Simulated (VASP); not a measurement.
# Pt in VASP: a series of runs

The runs below take Pt through single point, with LDA.

Everything below comes from runs of VASP 6.6.1. Logs are shortened: lines on timing, memory, paths and dates and some standing lists are left out, and cuts for length are marked.

## (1) The cell of the first run

The structure is cubic, space group Fm-3m (No. 225). The conventional cell has a = 3.894 Å, b = 3.894 Å, c = 3.894 Å, α = 90.00°, β = 90.00°, γ = 90.00°. Pt (site symmetry m-3m) has 12 Pt at 2.75 Å within 3.6 Å.

## (2) Single point, LDA

File INCAR:

```
SYSTEM = Pt
PREC = Accurate
ENCUT = 520
EDIFF = 1E-6
ISMEAR = 0
SIGMA = 0.15
LREAL = .False.
LASPH = .True.
NELM = 60
ALGO = Normal
ISIF = 2
LWAVE = .False.
LCHARG = .False.
NBANDS = 11
```

File KPOINTS:

```
Automatic mesh
0
Gamma
  20 20 20
  0 0 0
```

File POSCAR:

```
Pt
1.0
    0.0000000000      1.9468328700      1.9468328700
    1.9468328700      0.0000000000      1.9468328700
    1.9468328700      1.9468328700      0.0000000000
Pt
1
Direct
    0.0000000000      0.0000000000      0.0000000000
```

Potentials or basis: VASP PAW LDA potentials, release 64 (Pt).

Started as:

```
$ cat potpaw_LDA.64/Pt/POTCAR > POTCAR
$ mpirun -np 1 vasp_std > vasp.out
```

OUTCAR:

```text
SYSTEM = Pt
   PREC = Accurate
   ENCUT = 520
   EDIFF = 1E-6
   ISMEAR = 0
   LREAL = .False.
   LASPH = .True.
   NELM = 60
   ISIF = 2

 ion  position               nearest neighbor table
   1  0.000  0.000  0.000-

  LATTYP: Found a face centered cubic cell.
 ALAT       =     3.8936657400

  Lattice vectors:

 A1 = (   0.0000000000,   1.9468328700,   1.9468328700)
 A2 = (   1.9468328700,   0.0000000000,   1.9468328700)
 A3 = (   1.9468328700,   1.9468328700,   0.0000000000)

Analysis of symmetry for initial positions (statically):
=====================================================================
 Subroutine PRICEL returns:
 Original cell was already a primitive cell.

 Routine SETGRP: Setting up the symmetry group for a
 face centered cubic supercell.

 Subroutine GETGRP returns: Found 48 space group operations
 (whereof 48 operations were pure point group operations)
 out of a pool of 48 trial point group operations.

The static configuration has the point symmetry O_h .

Analysis of symmetry for dynamics (positions and initial velocities):
=====================================================================
 Subroutine PRICEL returns:
 Original cell was already a primitive cell.

 Routine SETGRP: Setting up the symmetry group for a
 face centered cubic supercell.

 Subroutine GETGRP returns: Found 48 space group operations
 (whereof 48 operations were pure point group operations)
 out of a pool of 48 trial point group operations.

The dynamic configuration has the point symmetry O_h .

 Subroutine INISYM returns: Found 48 space group operations
 (whereof 48 operations are pure point group operations),
 and found     1 'primitive' translations

----------------------------------------------------------------------------------------

                                     Primitive cell

  volume of cell :      14.7576

  direct lattice vectors                    reciprocal lattice vectors
     0.000000000  1.946832870  1.946832870    -0.256827388  0.256827388  0.256827388
     1.946832870  0.000000000  1.946832870     0.256827388 -0.256827388  0.256827388
     1.946832870  1.946832870  0.000000000     0.256827388  0.256827388 -0.256827388

  length of vectors
     2.753237448  2.753237448  2.753237448     0.444838084  0.444838084  0.444838084

  position of ions in fractional coordinates (direct lattice)
     0.000000000  0.000000000  0.000000000

  ion indices of the primitive-cell ions
   primitive index   ion index
                 1           1

----------------------------------------------------------------------------------------

 KPOINTS: Automatic mesh

Automatic generation of k-mesh.
 Grid dimensions read from file:
 generate k-points for:   20   20   20

 Generating k-lattice:

  Cartesian coordinates                     Fractional coordinates (reciprocal lattice)
    -0.012841369  0.012841369  0.012841369     0.050000000  0.000000000  0.000000000
     0.012841369 -0.012841369  0.012841369     0.000000000  0.050000000  0.000000000
     0.012841369  0.012841369 -0.012841369     0.000000000  0.000000000  0.050000000

  Length of vectors
     0.022241904  0.022241904  0.022241904

  Shift w.r.t. Gamma in fractional coordinates (k-lattice)
     0.000000000  0.000000000  0.000000000

 Subroutine IBZKPT returns following result:
 ===========================================

 Found    256 irreducible k-points:

 Following reciprocal coordinates:
            Coordinates               Weight
  0.000000  0.000000  0.000000      1.000000
  0.050000  0.000000  0.000000      8.000000
  0.100000  0.000000  0.000000      8.000000
  0.150000  0.000000  0.000000      8.000000
  0.200000  0.000000  0.000000      8.000000
  0.250000  0.000000  0.000000      8.000000
[... 16 lines left out ...]
 -0.400000  0.050000  0.000000     24.000000
 -0.350000  0.050000  0.000000     24.000000
 [... further k-points ...]
   k-points           NKPTS =    256   k-points in BZ     NKDIM =    256   number of bands    NBANDS=     11
   number of dos      NEDOS =    301   number of ions     NIONS =      1
   total plane-waves  NPLWV =   8000
   dimension x,y,z NGX =    20 NGY =   20 NGZ =   20
   dimension x,y,z NGXF=    40 NGYF=   40 NGZF=   40
   ions per type =               1
   NGX,Y,Z   is equivalent  to a cutoff of  12.08, 12.08, 12.08 a.u.
   NGXF,Y,Z  is equivalent  to a cutoff of  24.15, 24.15, 24.15 a.u.
 SYSTEM =  Pt
   PREC   = accura    normal or accurate (medium, high low for compatibility)
   ISTART =      0    job   : 0-new  1-cont  2-samecut
   ICHARG =      2    charge: 1-file 2-atom 10-const
   ISPIN  =      1    spin polarized calculation?
   LNONCOLLINEAR =      F non collinear calculations
   LSORBIT =      F    spin-orbit coupling
   LASPH  =      T    aspherical Exc in radial PAW
   ENCUT  =  520.0 eV  38.22 Ry    6.18 a.u.   5.12  5.12  5.12*2*pi/ulx,y,z
   NELM   =     60;   NELMIN=  2; NELMDL= -5     # of ELM steps
   EDIFF  = 0.1E-05   stopping-criterion for ELM
   LREAL  =      F    real-space projection
   EDIFFG = 0.1E-04   stopping-criterion for IOM
   NSW    =      0    number of steps for IOM
   IBRION =     -1    ionic relax: 0-MD 1-quasi-New 2-CG
   NFREE  =      0    steps in history (QN), initial steepest desc. (CG)
   ISIF   =      2    stress and relaxation
   ISYM   =      2    0-nonsym 1-usesym 2-fastsym
   POTIM  = 0.5000    time-step for ionic-motion
   TEBEG  =    0.0;   TEEND  =   0.0 temperature during run
   PSTRESS=    0.0 pullay stress
   NELECT =      10.0000    total number of electrons
   NUPDOWN=      -1.0000    fix difference up-down
   EMIN   =  10.00;   EMAX   =-10.00  energy-range for DOS
   EFERMI =   0.00;   METHOD = LEGACY
   ISMEAR =     0;   SIGMA  =   0.15  broadening in eV -4-tet -1-fermi 0-gaus
   EFERMI_NEDOS =   21; number of points for ismear=-14 and -15
   IALGO  =     38    algorithm
   IMIX   =      4    mixing-type and parameters
     AMIX     =   0.40;   BMIX     =  1.00
     AMIX_MAG =   1.60;   BMIX_MAG =  1.00
  volume/ion in A,a.u.               =      14.76        99.59
  Fermi-wavevector in a.u.,A,eV,Ry     =   1.437925  2.717284 28.131782  2.067628
  Thomas-Fermi vector in A             =   2.556948
   LORBIT       =      0    0 simple, 1 ext, 2 COOP (PROOUT), +10 PAW based schemes
   GGA     = CA    functional components
   LHFCALC =     F    Hartree Fock is set to
   AEXX    =    0.0000 exact exchange contribution
   IVDW    =     0    specifies the selected vdW correction
   LEPSILON=     F    determine dielectric tensor
   LRPA    =     F    only Hartree local field effects (RPA)
 non-spin polarized calculation
 Gauss-broadening in eV      SIGMA  =   0.15
  energy-cutoff  :      520.00
  volume of cell :       14.76
 maximum number of plane-waves:       415
   NGX = 11   NGY = 11   NGZ = 11

 number of electron      10.0000000 magnetization

 Free energy of the ion-electron system (eV)
  ---------------------------------------------------
  ext. energy  EPLUGINS =         0.00000000
  ---------------------------------------------------
  free energy    TOTEN  =        -7.51595078 eV

  energy without entropy =       -7.49701125  energy(sigma->0) =       -7.50648102

 E-fermi :  11.5764     XC(G=0): -13.8132

 val. band max:       11.5703472203   @ k =  -0.4500   0.1000   0.0500
 cond. band min:      11.5778037116   @ k =  -0.4000   0.3500   0.1000
 fundamental gap:      0.0074564914
 Fermi energy:        11.5763653085

 k-point     1 :       0.0000    0.0000    0.0000
  band No.  band energies     occupation
      1       1.0753      2.00000
      2       7.6135      2.00000
      3       7.6135      2.00000
      4       7.6135      2.00000
      5       9.8855      2.00000
      6       9.8855      2.00000
      7      26.1232      0.00000
      8      31.1682      0.00000
      9      31.1682      0.00000
     10      31.1682      0.00000
     11      36.7004      0.00000

 k-point     2 :       0.0500    0.0000    0.0000
  band No.  band energies     occupation
      1       1.1786      2.00000
      2       7.5658      2.00000
      3       7.6556      2.00000
      4       7.6556      2.00000
      5       9.8609      2.00000
      6       9.8609      2.00000
      7      26.2888      0.00000
      8      30.6228      0.00000
      9      31.3304      0.00000
     10      31.3304      0.00000
     11      37.3196      0.00000

 k-point     3 :       0.1000    0.0000    0.0000
  band No.  band energies     occupation
      1       1.4810      2.00000
      2       7.4394      2.00000
      3       7.7694      2.00000
      4       7.7694      2.00000
      5       9.8037      2.00000
      6       9.8037      2.00000
      7      26.7508      0.00000
      8      29.4241      0.00000
      9      31.8056      0.00000
     10      31.8056      0.00000
     11      38.3516      0.00000

 k-point     4 :       0.1500    0.0000    0.0000
  band No.  band energies     occupation
      1       1.9562      2.00000
      2       7.2837      2.00000
      3       7.9125      2.00000
      4       7.9125      2.00000
      5       9.7656      2.00000
      6       9.7656      2.00000
      7      27.3888      0.00000
      8      28.0250      0.00000
      9      32.5581      0.00000
     10      32.5581      0.00000
     11      37.3405      0.00000
[... 239 lines left out ...]
 k-point    22 :      -0.4500    0.0500    0.0000
  band No.  band energies     occupation
      1       4.0611      2.00000
      2       7.5071      2.00000
      3       7.6311      2.00000
      4      10.2017      2.00000
      5      11.4922      1.57259
      6      12.2806      0.00000
      7      17.8304      0.00000
      8      25.9028      0.00000
      9      30.2850      0.00000
     10      30.8153      0.00000
     11      39.8565      0.00000

 k-point    23 :      -0.4000    0.0500    0.0000
  band No.  band energies     occupation
      1       4.0599      2.00000
      2       7.5820      2.00000
      3       7.6865      2.00000
      4       9.5278      2.00000
      5      11.1821      1.99980
      6      11.8888      0.00322
      7      19.1021      0.00000
      8      26.1680      0.00000
      9      30.5802      0.00000
     10      31.6195      0.00000
     11      38.6856      0.00000

 k-point    24 :      -0.3500    0.0500    0.0000
  band No.  band energies     occupation
      1       4.0114      2.00000
      2       7.6983      2.00000
      3       7.7901      2.00000
      4       8.5828      2.00000
      5      10.7548      2.00000
      6      11.4372      1.81034
      7      20.8412      0.00000
      8      26.6548      0.00000
      9      31.2585      0.00000
     10      32.8414      0.00000
     11      37.1268      0.00000

 [... further k-points ...]

------------------------ aborting loop because EDIFF is reached ----------------------------------------

  FORCE on cell =-STRESS in cart. coord.  units (eV):
  Direction    XX          YY          ZZ          XY          YZ          ZX
  --------------------------------------------------------------------------------------
  -------------------------------------------------------------------------------------
  Total        0.0809368      0.0809368      0.0809368      0.0000000      0.0000000      0.0000000
  in kB        8.7870041      8.7870041      8.7870041      0.0000000      0.0000000      0.0000000
  external PRESSURE =       8.7870041 kB  Pullay stress =       0.0000000 kB

 VOLUME and BASIS-vectors are now :
 -----------------------------------------------------------------------------
  energy-cutoff  :      520.00
  volume of cell :       14.76
      direct lattice vectors                 reciprocal lattice vectors
     0.000000000  1.946832870  1.946832870    -0.256827388  0.256827388  0.256827388
     1.946832870  0.000000000  1.946832870     0.256827388 -0.256827388  0.256827388
     1.946832870  1.946832870  0.000000000     0.256827388  0.256827388 -0.256827388

 POSITION                                       TOTAL-FORCE (eV/Angst)
 -----------------------------------------------------------------------------------
      0.00000      0.00000      0.00000        -0.000000     -0.000000     -0.000000
 -----------------------------------------------------------------------------------
    total drift:                               -0.000000     -0.000000     -0.000000

  FREE ENERGIE OF THE ION-ELECTRON SYSTEM (eV)
  ---------------------------------------------------
  free  energy   TOTEN  =        -7.5159507808 eV

  energy  without entropy=       -7.4970112520  energy(sigma->0) =       -7.50648102
```

Run time: 20 s. Hardware: 1 thread of AMD EPYC 7R13 (Zen 3), shared host; peak memory 0.12 GiB.

What came out:

- Free energy: -7.5160 eV
- Pressure: 0.9 GPa
- Band gap on the k mesh: zero (bands 5 and 6 overlap by 2.32 eV)

Caveat: spin-orbit coupling is left out, which moves the levels of the heavy elements.

## (3) Single point, LDA (normal strain along x +0.0000, normal strain along z -0.0350)

INCAR is that of step 2.

File KPOINTS:

```
regular mesh
0
Gamma
  20 20 20
  0 0 0
```

File POSCAR:

```
Pt
1.0
    0.0000000000      1.9468328700      1.8786937196
    1.9468328700      0.0000000000      1.8786937196
    1.9468328700      1.9468328700      0.0000000000
Pt
1
Direct
    0.0000000000      0.0000000000      0.0000000000
```

Potentials or basis: VASP PAW LDA potentials, release 64 (Pt).

Started as:

```
$ cat potpaw_LDA.64/Pt/POTCAR > POTCAR
$ mpirun -np 1 vasp_std > vasp.out
```

It took 48 s on 1 thread of AMD EPYC 7R13 (Zen 3), shared host; peak memory 0.17 GiB.

Results (log left out):

- Free energy: -7.4895 eV
- Pressure: 13.2 GPa
- Band gap on the k mesh: zero (bands 5 and 6 overlap by 2.64 eV)

Stress tensor (GPa, compression positive):
```
11.93  0.00  0.00
 0.00 11.93  0.00
 0.00  0.00 15.75
```

Levels at points of the mesh, in eV from the Fermi level:
| k point | band 3 | band 4 | band 5 | band 6 | band 7 | band 8 |
| --- | --- | --- | --- | --- | --- | --- |
| (0.00, 0.00, 0.00) | -4.33 | -3.89 | -2.06 | -1.53 | 14.45 | 19.34 |
| (0.50, 0.00, 0.00) | -4.02 | -0.72 | -0.06 | 0.17 | 6.30 | 13.99 |
| (0.50, 0.50, 0.00) | 0.02 | 0.57 | 0.57 | 2.15 | 10.17 | 11.08 |
| (0.50, 0.00, 0.50) | 0.03 | 0.36 | 0.72 | 1.42 | 9.20 | 11.59 |

Caveat: the cell differs from its parent crystal (normal strain along x +0.0000, normal strain along z -0.0350); the cell stands under pressure; spin-orbit coupling is left out, which moves the levels of the heavy elements.

## (4) Single point, LDA (normal strain along x -0.0275, normal strain along z +0.0000)

File INCAR:

```
SYSTEM = Pt
ALGO = Normal
EDIFF = 1E-6
ENCUT = 520
ISIF = 2
ISMEAR = 0
LASPH = .TRUE.
LCHARG = .TRUE.
LELF = .TRUE.
LREAL = .FALSE.
LVHAR = .TRUE.
LWAVE = .FALSE.
NBANDS = 11
NELM = 80
PREC = Accurate
SIGMA = 0.15
```

File KPOINTS:

```
k-points
0
G
  20 20 20
  0 0 0
```

File POSCAR:

```
Pt
1.0
    0.0000000000      1.9468328700      1.9468328700
    1.8932949661      0.0000000000      1.9468328700
    1.8932949661      1.9468328700      0.0000000000
Pt
1
Direct
    0.0000000000      0.0000000000      0.0000000000
```

Started as:

```
$ cat potpaw_LDA.64/Pt/POTCAR > POTCAR
$ mpirun -np 1 vasp_std > vasp.out
```

It took 50 s on 1 thread of AMD EPYC 7R13 (Zen 3), shared host; peak memory 0.18 GiB.

It converged, with:

```
Free energy            : -7.4992 eV
Pressure               : 10.3 GPa
Band gap on the k mesh : zero (bands 5 and 6 overlap by 2.54 eV)
```

Stress tensor (GPa, compression positive):
```
12.32  0.00  0.00
 0.00  9.30  0.00
 0.00  0.00  9.30
```

Levels at points of the mesh, in eV from the Fermi level:
| k point | band 2 | band 3 | band 4 | band 5 | band 6 | band 7 | band 8 | band 9 |
| --- | --- | --- | --- | --- | --- | --- | --- | --- |
| (0.00, 0.00, 0.00) | -4.25 | -4.25 | -3.91 | -1.98 | -1.56 | 14.47 | 19.40 | 19.40 |
| (0.50, 0.00, 0.00) | -4.38 | -4.03 | -0.69 | -0.04 | 0.14 | 6.23 | 14.02 | 18.96 |
| (0.50, 0.50, 0.00) | -7.19 | 0.03 | 0.39 | 0.67 | 1.48 | 9.18 | 11.54 | 11.78 |
| (0.00, 0.50, 0.50) | -7.20 | 0.02 | 0.55 | 0.55 | 2.05 | 9.93 | 11.15 | 11.15 |

Caveat: the cell differs from its parent crystal (normal strain along x -0.0275, normal strain along z +0.0000); the cell stands under pressure; spin-orbit coupling is left out, which moves the levels of the heavy elements.

## (5) Overview

```csv
cell,gap on the mesh (eV),pressure (GPa)
"a = 2.753 Å, angles 60.0°, 1 atom",none,0.9
"a = 2.705, b = 2.705, c = 2.753 Å, angles 59.4, 59.4, 61.2°, 1 atom",none,13.2
"a = 2.753, b = 2.716, c = 2.716 Å, angles 60.9, 59.5, 59.5°, 1 atom",none,10.3
```

Alike in all rows: task single point; level LDA; potentials or basis VASP PAW LDA potentials, release 64 (Pt); no spin polarisation; k mesh 20 × 20 × 20; cutoff (eV) 520; smearing gaussian 0.15 eV.

Caveats: spin-orbit coupling is left out, which moves the levels of the heavy elements; the cell stands under pressure (at least some runs).

Total energies depend on the potentials used, so only differences within one code and one set of settings carry meaning.
